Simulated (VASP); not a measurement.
Write the native input for VASP 6.6.1 that does the following.

| Property | Result |
| --- | --- |
| Task | single point |
| Functional | PBEsol |
| Potentials or basis | VASP PAW PBE potentials, release 64 (Ta_pv, N) |
| Cutoff | 520 eV |
| k mesh | 18 × 18 × 10 |
| Occupations | gaussian, width 0.15 eV |
| Spin | no spin polarisation |
| Dipole correction | no |
| Further INCAR settings | ALGO = Normal; EDIFF = 1e-06; NBANDS = 24 |

The structure of TaN lies in POSCAR:

```
TaN
1.0
    2.9585010578      0.0000000000      0.0000000000
   -1.4792505289      2.5621370732      0.0000000000
    0.0000000000      0.0000000000      5.0882000000
Ta N
2 2
Direct
    0.3333333333      0.6666666667      0.0000000000
    0.6666666667      0.3333333333      0.5000000000
    0.3333333333      0.6666666667      0.3850000000
    0.6666666667      0.3333333333      0.8850000000
```

This cell differs from its parent crystal: strain -0.030 along x and y, +0.030 along z.

These files were run (other wordings do the same):

INCAR

```
  ALGO = Normal
  EDIFF = 1E-6
  ENCUT = 520
  GGA = PS
  ISIF = 2
  ISMEAR = 0
  LASPH = T
  LCHARG = F
  LREAL = F
  LWAVE = F
  NBANDS = 24
  NELM = 60
  PREC = Accurate
  SIGMA = 0.15
```

KPOINTS

```
k-points
0
Gamma
  18 18 10
```

Potentials or basis: VASP PAW PBE potentials, release 64 (Ta_pv, N).

The run is started by

```bash
$ cat potpaw_PBE.64/Ta_pv/POTCAR potpaw_PBE.64/N/POTCAR > POTCAR
$ mpirun -np 1 vasp_std > vasp.out
```

It gave:

| Quantity | Value |
| --- | --- |
| Pressure | 158.9 GPa |
| Largest force | 5.627 eV/Å |
| Band gap on the k mesh | zero (bands 16 and 17 overlap by 3.06 eV) |

Caveat: the cell differs from its parent crystal (strain -0.030 along x and y, +0.030 along z); the stress differs along the axes, from 116 to 181 GPa; the PAW data sets were made with another functional, which shifts forces and pressure a little; spin-orbit coupling is left out, which moves the levels of the heavy elements.

Run time: 110 s on 1 thread of AMD EPYC 9R45 96-Core Processor (Zen 5) (shared host), peak memory 0.27 GiB.
